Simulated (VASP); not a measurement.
# Ta2PbO3 (P-3m1) in VASP: a series of runs, part 2 of 2

VASP 6.6.1.

## Step 3: Relaxation of cell and atoms, PBE

This run uses another cell than the first one, of 16.80 Å³/atom.

Input file INCAR:

```
SYSTEM = Ta2PbO3
  PREC = Accurate
  ENCUT = 600
  EDIFF = 1E-7
  ISMEAR = 0
  SIGMA = 0.2
  LREAL = .FALSE.
  LASPH = .TRUE.
  NELM = 80
  ALGO = Normal
  ISIF = 3
  LWAVE = .FALSE.
  LCHARG = .FALSE.
  GGA = PE
  IBRION = 2
  NSW = 36
  EDIFFG = -0.08
```

Input file KPOINTS:

```
Automatic mesh
0
G
  5 5 3
  0 0 0
```

Input file POSCAR:

```
Ta2PbO3
1.0
    4.1710592600      0.0000000000      0.0000000000
   -2.0855296300      3.6122432800      0.0000000000
    0.0000000000      0.0000000000      6.6897585400
Ta Pb O
2 1 3
Direct
    0.6666666700      0.3333333300      0.7428062000
    0.3333333300      0.6666666700      0.2571938000
    0.0000000000      0.0000000000      0.0000000000
    0.6666666700      0.3333333300      0.3540048300
    0.3333333300      0.6666666700      0.6459951700
    0.0000000000      0.0000000000      0.5000000000
```

Potentials or basis: VASP PAW PBE potentials, release 64 (Ta_pv, Pb_d, O).

On the command line:

```console
cat potpaw_PBE.64/Ta_pv/POTCAR potpaw_PBE.64/Pb_d/POTCAR potpaw_PBE.64/O/POTCAR > POTCAR
mpirun -np 1 vasp_std > vasp.out
```

Wall time 8.7 min (1 thread of Intel Xeon Platinum 8488C (Sapphire Rapids), shared host); peak memory 0.29 GiB.

The run converged. Its results:

```yaml
Free_energy: -51.0399 eV
Relaxed_volume: 14.69 Å³/atom
Relaxed_cell: a = 3.655 Å, b = 3.655 Å, c = 7.619 Å, α = 90.00°, β = 90.00°, γ = 120.00°
Space_group_after_relaxing_to_0.1_Å: P-3m1 (No. 164)
Energy_gained_by_relaxing: 1408.4 meV/atom
Ionic_steps: 15
Pressure_after_relaxing: -0.5 GPa
Largest_force_after_relaxing: 0.050 eV/Å
Band_gap_on_the_k_mesh: 0.28 eV (least direct gap 0.39 eV)
```

Forces on the atoms (eV/Å):
```
Ta   0.000  0.000 -0.050
Ta   0.000  0.000  0.050
Pb   0.000  0.000  0.000
O    0.000  0.000 -0.044
O    0.000  0.000  0.044
O    0.000  0.000  0.000
```

Stress tensor (GPa, compression positive):
```
-0.70  0.00  0.00
 0.00 -0.70  0.00
 0.00  0.00 -0.02
```

Step by step:
```
step  energy change (eV)  largest force (eV/Å)  pressure (GPa)  volume (Å³)
   1              0.0000                6.3540          -27.72       100.79
   2             -4.3910                3.0849           58.54        64.04
   3             -5.3682                5.6835           14.68        72.28
   4             -7.1500                2.3745           21.02        74.03
   5             -7.1621                2.0548           19.47        73.90
   6             -7.6595                1.8357          -16.47        90.46
   7             -7.9517                1.2225           -6.21        83.36
   8             -8.3114                0.7065           -0.63        83.17
   9             -8.3322                0.5189            1.29        83.07
  10             -8.3323                0.4979            1.52        83.06
  11             -8.3851                0.4401            0.58        84.49
  12             -8.4382                0.3534           -0.63        87.71
  13             -8.4450                0.3004            1.61        87.21
  14             -8.4460                0.2505            1.01        87.34
  15             -8.4504                0.0500           -0.47        88.14
```

Final structure:
```cif
data_structure
_symmetry_space_group_name_H-M 'P 1'
_symmetry_Int_Tables_number 1
_cell_length_a 3.6549
_cell_length_b 3.6549
_cell_length_c 7.6186
_cell_angle_alpha 90.000
_cell_angle_beta 90.000
_cell_angle_gamma 120.000
_cell_volume 88.14
loop_
_atom_site_label
_atom_site_type_symbol
_atom_site_fract_x
_atom_site_fract_y
_atom_site_fract_z
_atom_site_occupancy
Ta1 Ta 0.66667 0.33333 0.61929 1
Ta2 Ta 0.33333 0.66667 0.38071 1
Pb1 Pb 0.00000 0.00000 0.00000 1
O1 O 0.66667 0.33333 0.33409 1
O2 O 0.33333 0.66667 0.66591 1
O3 O 0.00000 0.00000 0.50000 1
```

Levels at points of the mesh, in eV from the valence-band top:
```
           k point  band 24  band 25  band 26  band 27  band 28  band 29  band 30  band 31
(0.00, 0.00, 0.00)    -4.20    -1.40    -1.40    -0.41     1.58     2.40     2.40     3.03
```

Caveat: spin-orbit coupling is left out, which moves the levels of the heavy elements; an odd mesh through Γ misses points on the zone boundary, where band edges can lie; the relaxation stopped at a loose force limit of 0.08 eV/Å, so its end isn't a converged minimum.

## Step 4: Single point, PBE

This run uses another cell than the first one, of 14.74 Å³/atom.

Input file INCAR:

```
SYSTEM = Ta2PbO3
  PREC = Accurate
  ENCUT = 520
  EDIFF = 1E-6
  ISMEAR = 0
  SIGMA = 0.1
  LREAL = .FALSE.
  LASPH = .TRUE.
  NELM = 60
  ALGO = Normal
  ISIF = 2
  LWAVE = .FALSE.
  LCHARG = .FALSE.
  GGA = PE
  NBANDS = 36
```

Input file KPOINTS:

```
regular mesh
0
G
  12 12 4
  0 0 0
```

Input file POSCAR:

```
Ta2PbO3
1.0
    3.6491118396      0.0000000000      0.0000000000
   -1.8245559198      3.1602235544      0.0000000000
    0.0000000000      0.0000000000      7.6694551208
Ta Pb O
2 1 3
Direct
    0.6666666667      0.3333333333      0.6165882464
    0.3333333333      0.6666666667      0.3834117536
    0.0000000000      0.0000000000      0.0000000000
    0.6666666667      0.3333333333      0.3344605042
    0.3333333333      0.6666666667      0.6655394958
    0.0000000000      0.0000000000      0.5000000000
```

Potentials or basis: VASP PAW PBE potentials, release 64 (Ta_pv, Pb_d, O).

On the command line:

```console
cat potpaw_PBE.64/Ta_pv/POTCAR potpaw_PBE.64/Pb_d/POTCAR potpaw_PBE.64/O/POTCAR > POTCAR
mpirun -np 1 vasp_std > vasp.out
```

OUTCAR:

```text
SYSTEM = Ta2PbO3
   PREC = Accurate
   ENCUT = 520
   EDIFF = 1E-6
   ISMEAR = 0
   LREAL = .FALSE.
   LASPH = .TRUE.
   NELM = 60
   ISIF = 2
   GGA = PE

 ion  position               nearest neighbor table
   1  0.667  0.333  0.617-   5 2.14   5 2.14   5 2.14   4 2.16   6 2.29   6 2.29   6 2.29   2 2.76
                             2 2.76   2 2.76   3 3.62   3 3.62   3 3.62
   2  0.333  0.667  0.383-   4 2.14   4 2.14   4 2.14   5 2.16   6 2.29   6 2.29   6 2.29   1 2.76
                             1 2.76   1 2.76   3 3.62   3 3.62   3 3.62
   3  0.000  0.000  0.000-   1 3.62   2 3.62   1 3.62   2 3.62   1 3.62   2 3.62
   4  0.667  0.333  0.334-   2 2.14   2 2.14   2 2.14   1 2.16
[... 1146 lines left out ...]
  Total        0.3013237      0.3013237      0.1999763      0.0000000      0.0000000      0.0000000
  in kB        5.4585134      5.4585134      3.6225930      0.0000000      0.0000000      0.0000000
  external PRESSURE =       4.8465399 kB  Pullay stress =       0.0000000 kB

 VOLUME and BASIS-vectors are now :
 -----------------------------------------------------------------------------
  energy-cutoff  :      520.00
  volume of cell :       88.44
      direct lattice vectors                 reciprocal lattice vectors
     3.649111840  0.000000000  0.000000000     0.274039285  0.158216655  0.000000000
    -1.824555920  3.160223554  0.000000000     0.000000000  0.316433310  0.000000000
     0.000000000  0.000000000  7.669455121     0.000000000  0.000000000  0.130387359

 POSITION                                       TOTAL-FORCE (eV/Angst)
 -----------------------------------------------------------------------------------
      1.82456      1.05341      4.72890        -0.000000      0.000000      0.060720
     -0.00000      2.10682      2.94056         0.000000     -0.000000     -0.060720
      0.00000      0.00000      0.00000         0.000000      0.000000      0.000000
      1.82456      1.05341      2.56513         0.000000     -0.000000     -0.061180
     -0.00000      2.10682      5.10433        -0.000000     -0.000000      0.061180
      0.00000      0.00000      3.83473         0.000000      0.000000      0.000000
 -----------------------------------------------------------------------------------
    total drift:                               -0.000000     -0.000000     -0.000000

  FREE ENERGIE OF THE ION-ELECTRON SYSTEM (eV)
  ---------------------------------------------------
  free  energy   TOTEN  =       -51.0355943278 eV

  energy  without entropy=      -51.0271156157  energy(sigma->0) =      -51.03135497
```

OSZICAR:

```text
N       E                     dE             d eps       ncg     rms          rms(c)
DAV:   1     0.633176181146E+03    0.63318E+03   -0.28307E+04  4984   0.167E+03
DAV:   2     0.871079897427E+01   -0.62447E+03   -0.59837E+03  5476   0.483E+02
DAV:   3    -0.552520985878E+02   -0.63963E+02   -0.62154E+02  6260   0.157E+02
DAV:   4    -0.578768442648E+02   -0.26247E+01   -0.26034E+01  6452   0.322E+01
DAV:   5    -0.579645821877E+02   -0.87738E-01   -0.87582E-01  6620   0.595E+00    0.313E+01
DAV:   6    -0.514236965139E+02    0.65409E+01   -0.32717E+01  5492   0.314E+01    0.136E+01
DAV:   7    -0.511193722526E+02    0.30432E+00   -0.37264E+00  6420   0.108E+01    0.872E+00
DAV:   8    -0.510410670871E+02    0.78305E-01   -0.53478E-01  5864   0.441E+00    0.557E-01
DAV:   9    -0.510364068372E+02    0.46602E-02   -0.55714E-02  6816   0.118E+00    0.264E-01
DAV:  10    -0.510355649105E+02    0.84193E-03   -0.60634E-03  5868   0.499E-01    0.148E-01
DAV:  11    -0.510355762552E+02   -0.11345E-04   -0.11127E-03  6372   0.256E-01    0.615E-02
DAV:  12    -0.510355972838E+02   -0.21029E-04   -0.24063E-04  5988   0.969E-02    0.314E-02
DAV:  13    -0.510355947872E+02    0.24967E-05   -0.35743E-05  6464   0.448E-02    0.444E-03
DAV:  14    -0.510355943278E+02    0.45936E-06   -0.56926E-06  5800   0.159E-02
   1 F= -.51035594E+02 E0= -.51031355E+02  d E =-.847871E-02
```

stdout:

```text
POSCAR found type information on POSCAR TaPbO
 POSCAR found :  3 types and       6 ions
 scaLAPACK will be used
 LDA part: xc-table for (Slater+PW92), standard interpolation
 POSCAR, INCAR and KPOINTS ok, starting setup
 FFT: planning ... GRIDC
 FFT: planning ... GRID_SOFT
 FFT: planning ... GRID
 WAVECAR not read
 entering main loop
```

Run time: 2.8 min. Hardware: 1 thread of Intel Xeon Platinum 8488C (Sapphire Rapids), shared host; peak memory 0.33 GiB.

Results:

```
Free energy            : -51.0356 eV
Pressure               : 0.5 GPa
Largest force          : 0.061 eV/Å
Band gap on the k mesh : zero (bands 27 and 28 overlap by 0.37 eV)
```

Forces in eV/Å, atoms in the order of the input:
```
Ta   0.000  0.000  0.061
Ta   0.000  0.000 -0.061
Pb   0.000  0.000  0.000
O    0.000  0.000 -0.061
O    0.000  0.000  0.061
O    0.000  0.000  0.000
```

Caveat: spin-orbit coupling is left out, which moves the levels of the heavy elements.

## Step 5: Summary

| task | cell | k mesh | cutoff (eV) | smearing | gap on the mesh (eV) | pressure (GPa) | largest force (eV/Å) |
| --- | --- | --- | --- | --- | --- | --- | --- |
| single point | a = 3.644, b = 3.644, c = 7.643 Å, angles 90.0, 90.0, 120.0°, 6 atoms, atomic positions A | 5 × 5 × 3 | 520 | gaussian 0.2 eV | 0.28 | 0.7 | 0.07 |
| relaxation of cell and atoms | relaxed from a = 4.171, b = 4.171, c = 6.690 Å, angles 90.0, 90.0, 120.0°, 6 atoms, atomic positions B | 5 × 5 × 3 | 600 | gaussian 0.2 eV | 0.28 | -0.5 | 0.05 |
| single point | a = 3.649, b = 3.649, c = 7.669 Å, angles 90.0, 90.0, 120.0°, 6 atoms, atomic positions C | 12 × 12 × 4 | 520 | gaussian 0.1 eV | none | 0.5 | 0.06 |

Alike in all rows: level PBE; potentials or basis VASP PAW PBE potentials, release 64 (Ta_pv, Pb_d, O); no spin polarisation.

Caveats: spin-orbit coupling is left out, which moves the levels of the heavy elements; an odd mesh through Γ misses points on the zone boundary, where band edges can lie (at least some runs); the relaxation stopped at a loose force limit of 0.08 eV/Å, so its end isn't a converged minimum (at least some runs).

Absolute energies hang on the potentials; compare differences alone.
